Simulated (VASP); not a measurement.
# GaSb3 (C2/m) in VASP: notebook, part 2 of 2

VASP 6.6.1. Earlier steps stand in the parts before.

### Step 3. Single point, LDA (engineering shear strain xz -0.0533, normal strain along z -0.0733)

INCAR reads:

```
PREC     = Accurate       # precision mode
ENCUT    = 520            # plane-wave cutoff, eV
EDIFF    = 1E-6           # SCF threshold, eV
ISMEAR   = 0              # smearing method
SIGMA    = 0.15           # smearing width, eV
LREAL    = False          # projectors in reciprocal space
LASPH    = True           # aspherical terms in the spheres
NELM     = 80             # most SCF steps
ALGO     = Normal         # electronic algorithm
ISIF     = 2              # what is computed and relaxed
LWAVE    = False          # write WAVECAR
LCHARG   = False          # write CHGCAR
NBANDS   = 22             # bands
```

KPOINTS reads:

```
Automatic mesh
0
Gamma
  10 10 10
```

POSCAR reads:

```
GaSb3
1.0
   -0.0965263301      3.6220011279      3.3565084452
    3.5254747978      0.0000000000      3.2599821152
    3.6220011279      3.6220011279     -0.0965263301
Ga Sb
1 3
Direct
    0.0000000000      0.0000000000      0.0000000000
    0.2500000000      0.2500000000      0.2500000000
    0.7500000000      0.7500000000      0.7500000000
    0.5000000000      0.5000000000      0.5000000000
```

Potentials or basis: VASP PAW LDA potentials, release 64 (Ga_d, Sb).

Run with:

```sh
$ cat potpaw_LDA.64/Ga_d/POTCAR potpaw_LDA.64/Sb/POTCAR > POTCAR
$ mpirun -np 1 vasp_std > vasp.out
```

OUTCAR:

```text
PREC = Accurate
   ENCUT = 520
   EDIFF = 1E-6
   ISMEAR = 0
   LREAL = False
   LASPH = True
   NELM = 80
   ISIF = 2

 ion  position               nearest neighbor table
   1  0.000  0.000  0.000-   2 3.01   3 3.01   3 3.01   2 3.01   3 3.12   2 3.12   3 3.12   2 3.12

   2  0.250  0.250  0.250-   1 3.01   4 3.01   1 3.01   4 3.01   1 3.12   4 3.12   1 3.12   4 3.12
                             3 3.36   3 3.36   3 3.62   3 3.62   3 3.62   3 3.62
   3  0.750  0.750  0.750-   1 3.01   4 3.01   4 3.01   1 3.01   4 3.12   1 3.12   4 3.12   1 3.12
[... 808 lines left out ...]
  -------------------------------------------------------------------------------------
  Total        3.3694776      3.7709022      4.4038746      0.0000000     -0.0000000      1.2316938
  in kB       61.3467024     68.6552763     80.1795462      0.0000000     -0.0000000     22.4249461
  external PRESSURE =      70.0605083 kB  Pullay stress =       0.0000000 kB

 VOLUME and BASIS-vectors are now :
 -----------------------------------------------------------------------------
  energy-cutoff  :      520.00
  volume of cell :       88.00
      direct lattice vectors                 reciprocal lattice vectors
    -0.096526330  3.622001128  3.356508445    -0.134178171  0.138045236  0.145105630
     3.525474798  0.000000000  3.259982115     0.142124059 -0.138045236  0.153051518
     3.622001128  3.622001128 -0.096526330     0.134178171  0.138045236 -0.145105630

 POSITION                                       TOTAL-FORCE (eV/Angst)
 -----------------------------------------------------------------------------------
      0.00000      0.00000      0.00000        -0.000000      0.000000     -0.000000
      1.76274      1.81100      1.62999        -0.000000     -0.213883      0.000000
      5.28821      5.43300      4.88997         0.000000      0.213883     -0.000000
      3.52547      3.62200      3.25998         0.000000      0.000000     -0.000000
 -----------------------------------------------------------------------------------
    total drift:                               -0.000000      0.000000      0.000000

  FREE ENERGIE OF THE ION-ELECTRON SYSTEM (eV)
  ---------------------------------------------------
  free  energy   TOTEN  =       -17.1219899754 eV

  energy  without entropy=      -17.0989222995  energy(sigma->0) =      -17.11045614
```

OSZICAR:

```text
N       E                     dE             d eps       ncg     rms          rms(c)
DAV:   1     0.171756439796E+03    0.17176E+03   -0.11683E+04 12870   0.141E+03
DAV:   2     0.345150709545E-01   -0.17172E+03   -0.16510E+03 13868   0.341E+02
DAV:   3    -0.166701114419E+02   -0.16705E+02   -0.16170E+02 15290   0.864E+01
DAV:   4    -0.171627976535E+02   -0.49269E+00   -0.49036E+00 14116   0.155E+01
DAV:   5    -0.171746993910E+02   -0.11902E-01   -0.11898E-01 15718   0.248E+00    0.447E+00
DAV:   6    -0.171379768143E+02    0.36723E-01   -0.35902E-02 16274   0.211E+00    0.254E+00
DAV:   7    -0.171224658082E+02    0.15511E-01   -0.20927E-02 16160   0.113E+00    0.153E-01
DAV:   8    -0.171220079631E+02    0.45785E-03   -0.22301E-03 15032   0.475E-01    0.615E-02
DAV:   9    -0.171219948733E+02    0.13090E-04   -0.16302E-04 15384   0.837E-02    0.164E-02
DAV:  10    -0.171219900193E+02    0.48541E-05   -0.13108E-05 14624   0.380E-02    0.697E-03
DAV:  11    -0.171219899754E+02    0.43882E-07   -0.98700E-07 10304   0.741E-03
   1 F= -.17121990E+02 E0= -.17110456E+02  d E =-.230677E-01
```

It took 5.2 min on 1 thread of Intel Xeon Platinum 8259CL at 2.50GHz (Skylake/Cascade Lake), shared host; peak memory 0.58 GiB.

Results:

| Property | Result |
| --- | --- |
| Free energy | -17.1220 eV |
| Pressure | 7.0 GPa |
| Largest force | 0.214 eV/Å |
| Band gap on the k mesh | zero (bands 14 and 15 overlap by 4.41 eV) |

Forces in eV/Å, atoms in the order of the input:
```
Ga   0.000  0.000  0.000
Sb   0.000 -0.214  0.000
Sb   0.000  0.214  0.000
Sb   0.000  0.000  0.000
```

Caveat: the cell differs from its parent crystal (engineering shear strain xz -0.0533, normal strain along z -0.0733); the cell stands under pressure; spin-orbit coupling is left out, which moves the levels of the heavy elements.
